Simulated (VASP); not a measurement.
Write the native input for VASP 6.6.1 that does the following.

```
Task                   : single point
Functional             : PBEsol
Potentials or basis    : VASP PAW PBE potentials, release 64 (Si, Ga_d)
Cutoff                 : 520 eV
k mesh                 : 2 × 2 × 2
Occupations            : gaussian, width 0.05 eV
Spin                   : collinear spin, zero start
Starting moments       : [0.0, 0.0, 0.0, 0.0, 0.0, 0.0, 0.0, 0.0, 0.0, 0.0, 0.0, 0.0, 0.0, 0.0, 0.0, 0.0, 0.0] μB
Dipole correction      : no
Further INCAR settings : LREAL = Auto; ALGO = Normal; EDIFF = 1e-06; NBANDS = 56
```

The structure of GaSi16 (a cell with a defect) lies in POSCAR:

```
GaSi16
1.0
    0.0000000000      5.4300000000      5.4300000000
    5.4300000000      0.0000000000      5.4300000000
    5.4300000000      5.4300000000      0.0000000000
Si Ga
16 1
Direct
   -0.0086658379     -0.0082899632     -0.0083700737
    0.1143841621      0.1124876611      0.1117443831
    0.0075485267      0.0099895948      0.4727765193
    0.1265344383      0.1278044199      0.6155773481
    0.0071973297      0.4735188766      0.0100479742
    0.1265650092      0.6157830571      0.1280011050
    0.0036003683      0.5009368324      0.5012375691
    0.1370749540      0.6209497238      0.6210966851
    0.4753867403      0.0078267035      0.0082587477
    0.6157543278      0.1275622468      0.1277405157
    0.4996993554      0.0050783610      0.5013100368
    0.6203295580      0.1377542357      0.6212013812
    0.4998259669      0.5011309392      0.0053406998
    0.6204646409      0.6211889503      0.1378195212
    0.5094259669      0.5099679558      0.5100506446
    0.6326344383      0.6339305709      0.6341583794
    0.8617135359      0.8588255064      0.8577982505
```

These files were run (other wordings do the same):

INCAR

```
SYSTEM = GaSi16
  PREC = Accurate
  ENCUT = 520
  EDIFF = 1E-6
  ISMEAR = 0
  SIGMA = 0.05
  LREAL = Auto
  LASPH = .True.
  NELM = 150
  ALGO = Normal
  ISIF = 2
  LWAVE = .False.
  LCHARG = .False.
  ISPIN = 2
  MAGMOM = 0 0 0 0 0 0 0 0 0 0 0 0 0 0 0 0 0
  LORBIT = 11
  GGA = PS
  NBANDS = 56
```

KPOINTS

```
regular mesh
0
Gamma
  2 2 2
  0 0 0
```

Potentials or basis: VASP PAW PBE potentials, release 64 (Si, Ga_d).

The run is started by

```sh
$ cat potpaw_PBE.64/Si/POTCAR potpaw_PBE.64/Ga_d/POTCAR > POTCAR
$ mpirun -np 1 vasp_std > vasp.out
```

It gave:

```
Pressure                                              : 4.1 GPa
Largest force                                         : 0.180 eV/Å
Net moment                                            : 0.00 μB per cell
Valence electrons inside the program's atomic spheres : Si 1.70, 1.75, 1.69, 1.68, 1.67; Ga 11.88
```

Caveat: the k points lie up to 0.50 Å⁻¹ apart; the PAW data sets were made with another functional, which shifts forces and pressure a little.

Wall time 5.5 min on 1 thread of Intel(R) Xeon(R) Platinum 8559C (Emerald Rapids) (shared host), peak memory 0.71 GiB.
